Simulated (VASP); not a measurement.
# Mg32O31 (a cell with a defect): single point with PBEsol

Crystal: Mg32O31 (a cell with a defect).

```xyz
63
Lattice="8.7942 0.0000 0.0000 0.0000 8.7942 0.0000 0.0000 0.0000 8.7942" Properties=species:S:1:pos:R:3 pbc="T T T"
Mg    4.3971    0.0000   -0.0205
Mg    6.5952    2.1990    0.0004
Mg    6.6162    0.0000    2.1986
Mg    0.0000    0.0000   -0.0054
Mg    2.1990    2.1990    0.0004
Mg    4.3971    4.3971   -0.0883
Mg    6.5952    6.5952    0.0004
Mg    2.1780    0.0000    2.1986
Mg    4.3971    2.1102    2.1986
Mg    6.6840    4.3971    2.1986
Mg    4.3971    0.0000    4.4176
Mg    6.5952    2.1990    4.3967
Mg    6.6010    0.0000    6.5957
Mg    0.0000    4.3971   -0.0205
Mg    2.1990    6.5952    0.0004
Mg    0.0000    2.1780    2.1986
Mg    2.1102    4.3971    2.1986
Mg    4.3971    6.6840    2.1986
Mg    0.0000    0.0000    4.4025
Mg    2.1990    2.1990    4.3967
Mg    4.3971    4.3971    4.4854
Mg    6.5952    6.5952    4.3967
Mg    2.1932    0.0000    6.5957
Mg    4.3971    2.1780    6.5957
Mg    6.6162    4.3971    6.5957
Mg    0.0000    6.6162    2.1986
Mg    0.0000    4.3971    4.4176
Mg    2.1990    6.5952    4.3967
Mg    0.0000    2.1932    6.5957
Mg    2.1780    4.3971    6.5957
Mg    4.3971    6.6162    6.5957
Mg    0.0000    6.6010    6.5957
O     6.6003    2.1939    2.1986
O     0.0000    4.3971    2.1986
O     0.0000    2.1988    4.3968
O     2.1939    2.1939    2.1986
O     6.6003    6.6003    2.1986
O     0.0000    0.0000    2.1986
O     4.3971    2.1939    4.4018
O     6.6003    4.3971    4.4018
O     0.0000    6.5954    4.3968
O     6.5954    2.1988    6.5957
O     0.0000    4.3971    6.5957
O     0.0000    2.1988    0.0003
O     2.1939    6.6003    2.1986
O     4.3971    0.0000    2.1986
O     2.1939    4.3971    4.4018
O     4.3971    6.6003    4.4018
O     6.5954    0.0000    4.3968
O     2.1988    2.1988    6.5957
O     4.3971    4.3971    6.5957
O     6.5954    6.5954    6.5957
O     0.0000    0.0000    6.5957
O     4.3971    2.1939   -0.0047
O     6.6003    4.3971   -0.0047
O     0.0000    6.5954    0.0003
O     2.1988    0.0000    4.3968
O     2.1988    6.5954    6.5957
O     4.3971    0.0000    6.5957
O     2.1939    4.3971   -0.0047
O     4.3971    6.6003   -0.0047
O     6.5954    0.0000    0.0003
O     2.1988    0.0000    0.0003
```

```yaml
Program: VASP 6.6.1
Task: single point
Functional: PBEsol
Potentials_or_basis: VASP PAW PBE potentials, release 64 (Mg, O)
Cutoff: 520 eV
k_mesh: 1 × 1 × 1
Occupations: gaussian, width 0.02 eV
Spin: no spin polarisation
Dipole_correction: no
Further_INCAR_settings: LREAL = Auto; ALGO = Normal; EDIFF = 1e-06; NBANDS = 162
```

```
Pressure               : -14.4 GPa
Largest force          : 0.019 eV/Å
Band gap on the k mesh : 2.07 eV
```

Forces in eV/Å, atoms in the order of the input:
```
Mg   0.000  0.000 -0.017
Mg   0.010 -0.010 -0.010
Mg   0.017  0.000  0.000
Mg   0.000  0.000 -0.009
Mg  -0.010 -0.010 -0.010
Mg   0.000  0.000  0.006
Mg   0.010  0.010 -0.010
Mg  -0.017  0.000  0.000
Mg   0.000  0.006  0.000
Mg  -0.006  0.000  0.000
Mg   0.000  0.000  0.017
Mg   0.010 -0.010  0.010
Mg   0.009  0.000  0.000
Mg   0.000  0.000 -0.017
Mg  -0.010  0.010 -0.010
Mg   0.000 -0.017  0.000
Mg   0.006  0.000  0.000
Mg   0.000 -0.006  0.000
Mg   0.000  0.000  0.009
Mg  -0.010 -0.010  0.010
Mg   0.000  0.000 -0.006
Mg   0.010  0.010  0.010
Mg  -0.009  0.000  0.000
Mg   0.000 -0.017  0.000
Mg   0.017  0.000  0.000
Mg   0.000  0.017  0.000
Mg   0.000  0.000  0.017
Mg  -0.010  0.010  0.010
Mg   0.000 -0.009  0.000
Mg  -0.017  0.000  0.000
Mg   0.000  0.017  0.000
Mg   0.000  0.009  0.000
O   -0.013  0.013  0.000
O    0.000  0.000  0.000
O    0.000  0.011 -0.011
O    0.013  0.013  0.000
O   -0.013 -0.013  0.000
O    0.000  0.000  0.000
O    0.000  0.013 -0.013
O   -0.013  0.000 -0.013
O    0.000 -0.011 -0.011
O   -0.011  0.011  0.000
O    0.000  0.000  0.000
O    0.000  0.011  0.011
O    0.013 -0.013  0.000
O    0.000  0.000  0.000
O    0.013  0.000 -0.013
O    0.000 -0.013 -0.013
O   -0.011  0.000 -0.011
O    0.011  0.011  0.000
O    0.000  0.000  0.000
O   -0.011 -0.011  0.000
O    0.000  0.000  0.000
O    0.000  0.013  0.013
O   -0.013  0.000  0.013
O    0.000 -0.011  0.011
O    0.011  0.000 -0.011
O    0.011 -0.011  0.000
O    0.000  0.000  0.000
O    0.013  0.000  0.013
O    0.000 -0.013  0.013
O   -0.011  0.000  0.011
O    0.011  0.000  0.011
```

Levels at points of the mesh, in eV from the valence-band top:
```tsv
k point	band 122	band 123	band 124	band 125	band 126	band 127	band 128	band 129
(0.00, 0.00, 0.00)	-2.15	-2.15	-2.15	0.00	2.07	3.82	3.82	3.82
```

Wall time 2.2 min on 1 thread of Intel(R) Xeon(R) 6975P-C (Granite Rapids), with other jobs on the host, peak memory 0.66 GiB.

Caveat: the k points lie up to 0.71 Å⁻¹ apart; the PAW data sets were made with another functional, which shifts forces and pressure a little.
